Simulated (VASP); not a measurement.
AlGa2P3:

```
Al Ga P
1.0
    -1.88030    1.88030    7.97744
     1.88030   -1.88030    7.97744
     1.88030    1.88030   -7.97744
Al Ga P
1 2 3
Cartesian
  0.0000 0.0000 0.0000
  0.0000 0.0000 10.6366
  0.0000 0.0000 5.3183
  1.8803 0.0000 3.9887
  0.0000 1.8803 6.6479
  0.0000 1.8803 1.3296
```

- Program: VASP 6.6.1
- Task: relaxation of cell and atoms
- Functional: PBE
- Potentials or basis: VASP PAW PBE potentials, release 64 (Al, Ga_d, P)
- Cutoff: 600 eV
- k mesh: 6 × 6 × 6
- Occupations: gaussian, width 0.1 eV
- Spin: no spin polarisation

At the start: pressure 10.3 GPa; volume 18.80 Å³/atom.

Where does the relaxation end?

Over 5 steps the energy falls by 60.5 meV/atom and the volume is 20.83 Å³/atom (+10.8 %); space group I-4m2 (No. 119, to 0.1 Å) before and after.

The path:
| step | energy change (eV) | largest force (eV/Å) | pressure (GPa) | volume (Å³) |
| --- | --- | --- | --- | --- |
| 1 | 0.0000 | 0.0511 | 10.27 | 112.82 |
| 2 | -0.2387 | 0.0703 | -4.41 | 133.66 |
| 3 | -0.3626 | 0.0579 | -0.03 | 125.24 |
| 4 | -0.3625 | 0.0577 | 0.18 | 124.98 |
| 5 | -0.3627 | 0.0221 | 0.14 | 124.99 |

Final structure:
```xyz
6
Lattice="-1.9465 1.9465 8.2471 1.9465 -1.9465 8.2471 1.9465 1.9465 -8.2471" Properties=species:S:1:pos:R:3 pbc="T T T"
Al    1.9465    1.9465   -8.2471
Ga    0.0000    0.0000   10.9979
Ga    1.9465    1.9465   -2.7508
P     1.9465    0.0000    4.1235
P     0.0000    1.9465    6.8767
P     0.0000    1.9465    1.3704
```
